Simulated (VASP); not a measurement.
Write the native input for VASP 6.6.1 that does the following.

- Task: single point
- Functional: r2SCAN
- Potentials or basis: VASP PAW PBE potentials, release 64 (Li_sv, Cl)
- Cutoff: 520 eV
- k mesh: 8 × 8 × 8
- Occupations: gaussian, width 0.02 eV
- Spin: no spin polarisation
- Dipole correction: no
- Further INCAR settings: ALGO = Normal; EDIFF = 1e-06; NBANDS = 12

Crystal: LiCl.

```
Li Cl
1.0
     0.00000    2.75782    2.75782
     2.75782    0.00000    2.75782
     2.75782    2.75782    0.00000
Li Cl
1 1
Direct
  0.75000 0.75000 0.75000
  0.50000 0.50000 0.50000
```

The input as run:

POSCAR

```
LiCl
1.0
    0.0000000000      2.7578175395      2.7578175395
    2.7578175395      0.0000000000      2.7578175395
    2.7578175395      2.7578175395      0.0000000000
Li Cl
1 1
Direct
    0.7500000000      0.7500000000      0.7500000000
    0.5000000000      0.5000000000      0.5000000000
```

INCAR.step1

```
SYSTEM = LiCl
ALGO = Normal
EDIFF = 1E-4
ENCUT = 520
GGA = PE
ISMEAR = 0
LASPH = .TRUE.
LCHARG = .FALSE.
LREAL = .FALSE.
LWAVE = .TRUE.
NBANDS = 12
NELM = 80
PREC = Accurate
SIGMA = 0.02
```

INCAR.step2

```
SYSTEM = LiCl
ALGO = Normal
EDIFF = 1E-6
ENCUT = 520
ISIF = 2
ISMEAR = 0
ISTART = 1
LASPH = .TRUE.
LCHARG = .FALSE.
LMIXTAU = .TRUE.
LREAL = .FALSE.
LWAVE = .FALSE.
METAGGA = R2SCAN
NBANDS = 12
NELM = 80
PREC = Accurate
SIGMA = 0.02
```

KPOINTS

```
k-points
0
G
  8 8 8
  0 0 0
```

Potentials or basis: VASP PAW PBE potentials, release 64 (Li_sv, Cl).

The run is started by

```console
$ cat potpaw_PBE.64/Li_sv/POTCAR potpaw_PBE.64/Cl/POTCAR > POTCAR
$ cp INCAR.step1 INCAR
$ mpirun -np 1 vasp_std > vasp.out
$ cp INCAR.step2 INCAR
$ mpirun -np 1 vasp_std > vasp.out
```

Results of the run:

```yaml
Band_gap_on_the_k_mesh: 6.67 eV
```

It took 74 s on 1 thread of Intel Xeon 8259CL, on a shared host, peak memory 0.17 GiB.
